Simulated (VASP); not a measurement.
Runs of VASP 6.6.1 on AlRu. The structure is that of space group Pm-3m (No. 221), or close to it. The cells are those of the table. 

| cell | further INCAR settings | gap on the mesh (eV) | pressure (GPa) |
| --- | --- | --- | --- |
| a = 2.887, b = 2.887, c = 3.066 Å, 2 atoms | ALGO = Fast; EDIFF = 1e-06; NBANDS = 16 | none | (b) |
| a = 3.021, b = 3.021, c = 3.066 Å, 2 atoms | ALGO = Fast; EDIFF = 1e-07; NBANDS = 16 | none | -11.4 |
| a = 3.066, b = 3.066, c = 2.976 Å, 2 atoms | ALGO = Fast; EDIFF = 1e-07; NBANDS = 16 | none | -11.3 |
| a = 2.976, b = 2.976, c = 2.932 Å, 2 atoms | ALGO = Fast; EDIFF = 1e-06; NBANDS = 16 | none | 3.5 |
| a = 2.976, b = 2.976, c = 2.887 Å, 2 atoms | ALGO = Fast; EDIFF = 1e-07; NBANDS = 16 | none | (a) |

Alike in all rows: task single point; level PBEsol; potentials or basis VASP PAW PBE potentials, release 64 (Al, Ru_pv); no spin polarisation; k mesh 20 × 20 × 20; cutoff (eV) 520; smearing gaussian 0.15 eV.

Q: Estimate the missing entries.

A: (a) 7.3; (b) 8.0.

Caveats: the PAW data sets were made with another functional, which shifts forces and pressure a little; the cell stands under pressure (at least some runs); the cell stands under tension (at least some runs).

A k mesh can miss the band edges, and the runs leave out spin-orbit coupling on Ru.

A gap of «none» marks levels without a gap at the run's occupations.
